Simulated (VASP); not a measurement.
# Si16H4CO in VASP: notebook

Si16H4CO is run at these levels: PBE; tasks: single point.

All numbers are computed with VASP 6.6.1; they aren't measurements. Logs are shortened: lines on timing, memory, paths and dates and some standing lists are left out, and cuts for length are marked.

### Step 1. The cell of the first run

The cell holds a slab with vacuum, 22 atoms: a = 7.679 Å, b = 7.679 Å, c = 16.419 Å, α = 90.00°, β = 90.00°, γ = 60.00°.

### Step 2. Single point, PBE

Input file INCAR:

```
PREC     = Accurate       # precision mode
ENCUT    = 520            # plane-wave cutoff, eV
EDIFF    = 1E-6           # SCF threshold, eV
ISMEAR   = 0              # smearing method
SIGMA    = 0.05           # smearing width, eV
LREAL    = Auto         
LASPH    = T              # aspherical terms in the spheres
NELM     = 100            # most SCF steps
ALGO     = Normal         # electronic algorithm
ISIF     = 2              # what is computed and relaxed
LWAVE    = F              # write WAVECAR
LCHARG   = F              # write CHGCAR
GGA      = PE             # functional
NBANDS   = 56             # bands
```

Input file KPOINTS:

```
regular mesh
0
Gamma
  2 2 1
```

Input file POSCAR:

```
Si16H4CO
1.0
    7.6791800000      0.0000000000      0.0000000000
    3.8395900000      6.6503650000      0.0000000000
    0.0000000000      0.0000000000     16.4187650000
H Si C O
4 16 1 1
Direct
    0.1666667000      0.1666667000      0.0609059000
    0.6666667000      0.1666667000      0.0609059000
    0.1666667000      0.6666667000      0.0609059000
    0.6666667000      0.6666667000      0.0609059000
    0.1666667000      0.1666667000      0.1522648000
    0.6666667000      0.1666667000      0.1522648000
    0.1666667000      0.6666667000      0.1522648000
    0.6666667000      0.6666667000      0.1522648000
   -0.1706614882      0.3351608392      0.2078189384
    0.3387048243      0.3222026469      0.2059578006
   -0.1663675004      0.8348740275      0.1977001146
    0.3331446898      0.8342977289      0.1890591910
   -0.1973711473      0.3771686342      0.3590990037
    0.2555416729      0.4412328241      0.3593385983
   -0.1815551211      0.8704596352      0.3393436478
    0.3169218147      0.9002727905      0.3243485606
    0.0077351558      0.0165511921      0.3875187473
    0.4664056730      0.1026024150      0.3390483016
   -0.0619107876      0.5679039144      0.4176289624
    0.4426400694      0.5973036693      0.3958583447
    0.2063873881      0.8149359014      0.4789238310
    0.2081101265      0.8370107849      0.5499886444
```

Potentials or basis: VASP PAW PBE potentials, release 64 (H, Si, C, O).

Run with:

```sh
$ cat potpaw_PBE.64/H/POTCAR potpaw_PBE.64/Si/POTCAR potpaw_PBE.64/C/POTCAR potpaw_PBE.64/O/POTCAR > POTCAR
$ mpirun -np 1 vasp_std > vasp.out
```

OUTCAR:

```text
PREC = Accurate
   ENCUT = 520
   EDIFF = 1E-6
   ISMEAR = 0
   LREAL = Auto
   LASPH = T
   NELM = 100
   ISIF = 2
   GGA = PE

 ion  position               nearest neighbor table
   1  0.167  0.167  0.061-   5 1.50
   2  0.667  0.167  0.061-   6 1.50
   3  0.167  0.667  0.061-   7 1.50
   4  0.667  0.667  0.061-   8 1.50
   5  0.167  0.167  0.152-   1 1.50  12 2.29  10 2.35   9 2.42
   6  0.667  0.167  0.152-   2 1.50  11 2.33  10 2.35   9 2.38
   7  0.167  0.667  0.152-   3 1.50  12 2.30  11 2.34  10 2.45
   8  0.667  0.667  0.152-   4 1.50  12 2.30  11 2.35   9 2.39
   9  0.829  0.335  0.208-   6 2.38   8 2.39   5 2.42  13 2.50
  10  0.339  0.322  0.206-   5 2.35   6 2.35   7 2.45  18 2.63  14 2.65
  11  0.834  0.835  0.198-   6 2.33   7 2.34  15 2.34   8 2.35
  12  0.333  0.834  0.189-  16 2.27   5 2.29   8 2.30   7 2.30
  13  0.803  0.377  0.359-  19 2.38  17 2.45  20 2.49   9 2.50
  14  0.256  0.441  0.359-  18 2.30  19 2.33  20 2.36  10 2.65
  15  0.818  0.870  0.339-  11 2.34  17 2.37  18 2.38  19 2.40
  16  0.317  0.900  0.324-  12 2.27  17 2.32  20 2.34  18 2.36
  17  0.008  0.017  0.388-  21 2.15  16 2.32  15 2.37  13 2.45
  18  0.466  0.103  0.339-  14 2.30  16 2.36  15 2.38  10 2.63
  19  0.938  0.568  0.418-  14 2.33  13 2.38  15 2.40
  20  0.443  0.597  0.396-  21 2.22  16 2.34  14 2.36  13 2.49
  21  0.206  0.815  0.479-  22 1.18  17 2.15  20 2.22
  22  0.208  0.837  0.550-  21 1.18

  LATTYP: Found a hexagonal cell.
 ALAT       =     7.6791800344
 C/A-ratio  =     2.1380883019

  Lattice vectors:

 A1 = (  -3.8395900000,  -6.6503650000,   0.0000000000)
 A2 = (   7.6791800000,   0.0000000000,   0.0000000000)
 A3 = (   0.0000000000,   0.0000000000,  16.4187650000)

Analysis of symmetry for initial positions (statically):
=====================================================================
 Subroutine PRICEL returns:
 Original cell was already a primitive cell.

 Routine SETGRP: Setting up the symmetry group for a
 hexagonal supercell.

 Subroutine GETGRP returns: Found  1 space group operations
 (whereof  1 operations were pure point group operations)
 out of a pool of 24 trial point group operations.

The static configuration has the point symmetry C_1 .

Analysis of symmetry for dynamics (positions and initial velocities):
=====================================================================
 Subroutine PRICEL returns:
 Original cell was already a primitive cell.

 Routine SETGRP: Setting up the symmetry group for a
 hexagonal supercell.

 Subroutine GETGRP returns: Found  1 space group operations
 (whereof  1 operations were pure point group operations)
 out of a pool of 24 trial point group operations.

The dynamic configuration has the point symmetry C_1 .

 Subroutine INISYM returns: Found  1 space group operations
 (whereof  1 operations are pure point group operations),
 and found     1 'primitive' translations

----------------------------------------------------------------------------------------

                                     Primitive cell

  volume of cell :     838.4957

  direct lattice vectors                    reciprocal lattice vectors
     7.679180000  0.000000000  0.000000000     0.130222237 -0.075183843  0.000000000
     3.839590000  6.650365000  0.000000000     0.000000000  0.150367687  0.000000000
     0.000000000  0.000000000 16.418765000     0.000000000  0.000000000  0.060905921

  length of vectors
     7.679180000  7.679180034 16.418765000     0.150367687  0.150367687  0.060905921

  position of ions in fractional coordinates (direct lattice)
     0.166666700  0.166666700  0.060905900
     0.666666700  0.166666700  0.060905900
     0.166666700  0.666666700  0.060905900
     0.666666700  0.666666700  0.060905900
     0.166666700  0.166666700  0.152264800
     0.666666700  0.166666700  0.152264800
[... 14 lines left out ...]
     0.206387388  0.814935901  0.478923831
     0.208110127  0.837010785  0.549988644

  ion indices of the primitive-cell ions
   primitive index   ion index
                 1           1
                 2           2
                 3           3
                 4           4
                 5           5
                 6           6
[... 14 lines left out ...]
                21          21
                22          22

----------------------------------------------------------------------------------------

 KPOINTS: regular mesh

Automatic generation of k-mesh.
 Grid dimensions read from file:
 generate k-points for:    2    2    1

 Generating k-lattice:

  Cartesian coordinates                     Fractional coordinates (reciprocal lattice)
     0.065111119 -0.037591922  0.000000000     0.500000000 -0.000000000  0.000000000
     0.000000000  0.075183843  0.000000000     0.000000000  0.500000000  0.000000000
     0.000000000  0.000000000  0.060905921     0.000000000  0.000000000  1.000000000

  Length of vectors
     0.075183844  0.075183843  0.060905921

  Shift w.r.t. Gamma in fractional coordinates (k-lattice)
     0.000000000  0.000000000  0.000000000

 Subroutine IBZKPT returns following result:
 ===========================================

 Found      4 irreducible k-points:

 Following reciprocal coordinates:
            Coordinates               Weight
  0.000000  0.000000  0.000000      1.000000
  0.500000 -0.000000  0.000000      1.000000
  0.500000  0.500000  0.000000      1.000000
  0.000000  0.500000  0.000000      1.000000
   k-points           NKPTS =      4   k-points in BZ     NKDIM =      4   number of bands    NBANDS=     56
   number of dos      NEDOS =    301   number of ions     NIONS =     22
   total plane-waves  NPLWV = 453600
   dimension x,y,z NGX =    60 NGY =   60 NGZ =  126
   dimension x,y,z NGXF=   120 NGYF=  120 NGZF=  252
   ions per type =               4  16   1   1
   NGX,Y,Z   is equivalent  to a cutoff of  12.99, 12.99, 12.76 a.u.
   NGXF,Y,Z  is equivalent  to a cutoff of  25.98, 25.98, 25.52 a.u.
 SYSTEM =  unknown system
   PREC   = accura    normal or accurate (medium, high low for compatibility)
   ISTART =      0    job   : 0-new  1-cont  2-samecut
   ICHARG =      2    charge: 1-file 2-atom 10-const
   ISPIN  =      1    spin polarized calculation?
   LNONCOLLINEAR =      F non collinear calculations
   LSORBIT =      F    spin-orbit coupling
   LASPH  =      T    aspherical Exc in radial PAW
   ENCUT  =  520.0 eV  38.22 Ry    6.18 a.u.  14.28 14.28 30.53*2*pi/ulx,y,z
   NELM   =    100;   NELMIN=  2; NELMDL= -5     # of ELM steps
   EDIFF  = 0.1E-05   stopping-criterion for ELM
   LREAL  =      T    real-space projection
   EDIFFG = 0.1E-04   stopping-criterion for IOM
   NSW    =      0    number of steps for IOM
   IBRION =     -1    ionic relax: 0-MD 1-quasi-New 2-CG
   NFREE  =      0    steps in history (QN), initial steepest desc. (CG)
   ISIF   =      2    stress and relaxation
   ISYM   =      2    0-nonsym 1-usesym 2-fastsym
   POTIM  = 0.5000    time-step for ionic-motion
   TEBEG  =    0.0;   TEEND  =   0.0 temperature during run
   PSTRESS=    0.0 pullay stress
   NELECT =      78.0000    total number of electrons
   NUPDOWN=      -1.0000    fix difference up-down
   EMIN   =  10.00;   EMAX   =-10.00  energy-range for DOS
   EFERMI =   0.00;   METHOD = LEGACY
   ISMEAR =     0;   SIGMA  =   0.05  broadening in eV -4-tet -1-fermi 0-gaus
   EFERMI_NEDOS =   21; number of points for ismear=-14 and -15
   IALGO  =     38    algorithm
   IMIX   =      4    mixing-type and parameters
     AMIX     =   0.40;   BMIX     =  1.00
     AMIX_MAG =   1.60;   BMIX_MAG =  1.00
  volume/ion in A,a.u.               =      38.11       257.20
  Fermi-wavevector in a.u.,A,eV,Ry     =   0.741776  1.401753  7.486355  0.550232
  Thomas-Fermi vector in A             =   1.836497
   LORBIT       =      0    0 simple, 1 ext, 2 COOP (PROOUT), +10 PAW based schemes
   GGA     = PE    functional components
   LHFCALC =     F    Hartree Fock is set to
   AEXX    =    0.0000 exact exchange contribution
   IVDW    =     0    specifies the selected vdW correction
   LEPSILON=     F    determine dielectric tensor
   LRPA    =     F    only Hartree local field effects (RPA)
 non-spin polarized calculation
 Gauss-broadening in eV      SIGMA  =   0.05
  energy-cutoff  :      520.00
  volume of cell :      838.50
 maximum number of plane-waves:     22627
 NGX is ok and might be reduce to    60
   NGX = 29   NGY = 29   NGZ = 61

 number of electron      78.0000003 magnetization

 Free energy of the ion-electron system (eV)
  ---------------------------------------------------
  ext. energy  EPLUGINS =         0.00000000
  ---------------------------------------------------
  free energy    TOTEN  =      -109.99931530 eV

  energy without entropy =     -109.99931530  energy(sigma->0) =     -109.99931530

 E-fermi :  -0.5228     XC(G=0):  -4.8705

 val. band max:       -0.8061044570   @ k =   0.0000   0.0000   0.0000
 cond. band min:       0.0592401253   @ k =   0.0000   0.5000   0.0000
 fundamental gap:      0.8653445823
 Fermi energy:        -0.5228102500

 k-point     1 :       0.0000    0.0000    0.0000
  band No.  band energies     occupation
      1     -23.4374      2.00000
      2     -12.2364      2.00000
      3     -11.2681      2.00000
      4     -10.2946      2.00000
      5      -9.9481      2.00000
      6      -9.6148      2.00000
[... 43 lines left out ...]
     50       1.8955      0.00000
     51       2.1411      0.00000

 k-point     2 :       0.5000   -0.0000    0.0000
  band No.  band energies     occupation
      1     -23.4373      2.00000
      2     -11.8116      2.00000
      3     -11.3060      2.00000
      4     -10.8573      2.00000
      5     -10.2313      2.00000
      6      -9.9770      2.00000
[... 43 lines left out ...]
     50       2.6535      0.00000
     51       2.8981      0.00000

 k-point     3 :       0.5000    0.5000    0.0000
  band No.  band energies     occupation
      1     -23.4374      2.00000
      2     -11.7064      2.00000
      3     -11.5227      2.00000
      4     -10.8050      2.00000
      5     -10.1453      2.00000
      6      -9.9758      2.00000
[... 43 lines left out ...]
     50       2.8113      0.00000
     51       2.9014      0.00000

 k-point     4 :       0.0000    0.5000    0.0000
  band No.  band energies     occupation
      1     -23.4374      2.00000
      2     -11.7833      2.00000
      3     -11.3311      2.00000
      4     -10.8762      2.00000
      5     -10.1564      2.00000
      6     -10.0648      2.00000
[... 43 lines left out ...]
     50       2.7532      0.00000
     51       2.8337      0.00000
 [bands above 51 left out]

------------------------ aborting loop because EDIFF is reached ----------------------------------------

  FORCE on cell =-STRESS in cart. coord.  units (eV):
  Direction    XX          YY          ZZ          XY          YZ          ZX
  --------------------------------------------------------------------------------------
  -------------------------------------------------------------------------------------
  Total        2.6082701     -4.3209543      1.1206519      2.5061756     -0.1435272      0.0665343
  in kB        4.9838197     -8.2563756      2.1413147      4.7887400     -0.2742483      0.1271322
  external PRESSURE =      -0.3770804 kB  Pullay stress =       0.0000000 kB

 VOLUME and BASIS-vectors are now :
 -----------------------------------------------------------------------------
  energy-cutoff  :      520.00
  volume of cell :      838.50
      direct lattice vectors                 reciprocal lattice vectors
     7.679180000  0.000000000  0.000000000     0.130222237 -0.075183843  0.000000000
     3.839590000  6.650365000  0.000000000     0.000000000  0.150367687  0.000000000
     0.000000000  0.000000000 16.418765000     0.000000000  0.000000000  0.060905921

 POSITION                                       TOTAL-FORCE (eV/Angst)
 -----------------------------------------------------------------------------------
      1.91980      1.10839      1.00000        -0.071091      0.376858     -0.099031
      5.75939      1.10839      1.00000         0.024729      0.197497     -0.093329
      3.83959      4.43358      1.00000        -0.045679     -0.258045     -0.065916
      7.67918      4.43358      1.00000         0.095366     -0.154450     -0.072753
      1.91980      1.10839      2.50000        -0.408623      0.497911     -0.035124
      5.75939      1.10839      2.50000         0.321119      0.106016      0.144703
[... 14 lines left out ...]
      4.71391      5.41962      7.86334        -0.055737     -0.087437     -0.696397
      4.81189      5.56643      9.03013         0.056442      0.089474      0.684738
 -----------------------------------------------------------------------------------
    total drift:                                0.001330     -0.007124      0.013820

  FREE ENERGIE OF THE ION-ELECTRON SYSTEM (eV)
  ---------------------------------------------------
  free  energy   TOTEN  =      -109.9993153016 eV

  energy  without entropy=     -109.9993153016  energy(sigma->0) =     -109.99931530
```

Run time: 10 min. Hardware: 1 thread of Intel Xeon Platinum 8259CL at 2.50GHz (Skylake/Cascade Lake), shared host; peak memory 0.92 GiB.

Results:

| Property | Result |
| --- | --- |
| Free energy | -109.9993 eV |
| Largest force | 0.704 eV/Å |
| Band gap on the k mesh | 0.87 eV (least direct gap 0.87 eV) |

Forces in eV/Å, atoms in the order of the input:
```
H   -0.071  0.377 -0.099
H    0.025  0.197 -0.093
H   -0.046 -0.258 -0.066
H    0.095 -0.154 -0.073
Si  -0.409  0.498 -0.035
Si   0.321  0.106  0.145
Si  -0.232 -0.435  0.232
Si   0.315 -0.328  0.027
Si   0.003  0.001 -0.002
Si  -0.001  0.002 -0.004
Si  -0.003 -0.001 -0.003
Si   0.002  0.001 -0.001
Si   0.001  0.000  0.001
Si   0.006 -0.004 -0.002
Si  -0.003  0.001 -0.003
Si   0.003  0.000 -0.003
Si   0.000  0.000 -0.002
Si  -0.005 -0.004 -0.001
Si   0.000  0.001 -0.003
Si  -0.003 -0.001 -0.004
C   -0.056 -0.087 -0.696
O    0.056  0.089  0.685
```

Levels at points of the mesh, in eV from the valence-band top:
| k point | band 36 | band 37 | band 38 | band 39 | band 40 | band 41 | band 42 | band 43 |
| --- | --- | --- | --- | --- | --- | --- | --- | --- |
| (0.00, 0.00, 0.00) | -0.46 | -0.37 | -0.25 | 0.00 | 0.87 | 1.04 | 1.41 | 1.46 |
| (0.50, 0.00, 0.00) | -1.07 | -0.66 | -0.36 | -0.05 | 1.18 | 1.24 | 1.83 | 2.06 |
| (0.50, 0.50, 0.00) | -0.86 | -0.74 | -0.43 | -0.23 | 0.94 | 1.19 | 1.88 | 2.13 |
| (0.00, 0.50, 0.00) | -0.81 | -0.58 | -0.34 | -0.07 | 0.87 | 1.31 | 1.82 | 2.08 |

Caveat: the k points lie up to 0.47 Å⁻¹ apart.

[end of part 1 of 2]
